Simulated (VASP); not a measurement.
A run of VASP 6.6.1 is set up as follows.

Contents of INCAR:

```
PREC     = Accurate       # precision mode
ENCUT    = 520            # plane-wave cutoff, eV
EDIFF    = 1E-6           # SCF threshold, eV
ISMEAR   = 0              # smearing method
SIGMA    = 0.1            # smearing width, eV
LREAL    = False          # projectors in reciprocal space
LASPH    = True           # aspherical terms in the spheres
NELM     = 80             # most SCF steps
ALGO     = Normal         # electronic algorithm
ISIF     = 2              # what is computed and relaxed
LWAVE    = False          # write WAVECAR
LCHARG   = False          # write CHGCAR
GGA      = PE             # functional
NBANDS   = 24             # bands
```

Contents of KPOINTS:

```
Automatic mesh
0
Gamma
  4 6 6
```

POSCAR

```
B5Ru
1.0
    4.4349933400      0.0000000000      0.0000000000
    0.0000000000      1.6757390200      3.1915360600
    0.0000000000     -1.6757390200      3.1915360600
B Ru
5 1
Direct
    0.1695188800      0.8397122900      0.3660835700
    0.8304811200      0.3660835700      0.8397122900
    0.1695188800      0.3660835700      0.8397122900
    0.8304811200      0.8397122900      0.3660835700
    0.0000000000      0.3157392200      0.3157392200
    0.5000000000      0.9640278200      0.9640278200
```

Potentials or basis: VASP PAW PBE potentials, release 64 (B, Ru_pv).

Run with:

```sh
$ cat potpaw_PBE.64/B/POTCAR potpaw_PBE.64/Ru_pv/POTCAR > POTCAR
$ mpirun -np 1 vasp_std > vasp.out
```

(1) What does it give for the largest force?

(2) Predict the pressure.

Results:

(1) 7.020 eV/Å.

(2) 56.4 GPa.

Caveat: forces of over 1 eV/Å act on the atoms, so gaps and moduli don't describe the material at rest.
